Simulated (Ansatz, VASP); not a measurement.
## One calculation of SnTe, two programs

```
Sn Te
1.0
     0.00000    2.86503    2.86503
     2.86503    0.00000    2.86503
     2.86503    2.86503    0.00000
Sn Te
1 1
Cartesian
  0.0000 0.0000 0.0000
  1.4325 1.4325 1.4325
```

Alike in both runs: task single point; functional LDA; k mesh 12 × 12 × 12; occupations fermi-dirac, width 0.1 eV; no spin polarisation.

```csv
,VASP,Ansatz
version,VASP 6.6.1,Ansatz 0.2.0
potentials or method,"VASP PAW LDA potentials, release 64 (Sn_d, Te)","PAW with other files of Ansatz's library (level accurate), scalar-relativistic"
plane-wave cutoff (eV),520,770
valence electrons in the cell,20,38
```

|  | VASP | Ansatz | Ansatz less VASP |
| --- | --- | --- | --- |
| pressure (GPa) | 57.3 | 57.2 | -0.18 |

LDA's correlation is that of Perdew and Zunger in VASP and of Perdew and Wang (1992) in Ansatz. Both programs put the cell under a high pressure, so it lies far from rest at this level. VASP's potentials hold 20 valence electrons a cell and Ansatz's 38, so a difference there can come from the potentials and not from the codes.

Spin-orbit coupling is off throughout.
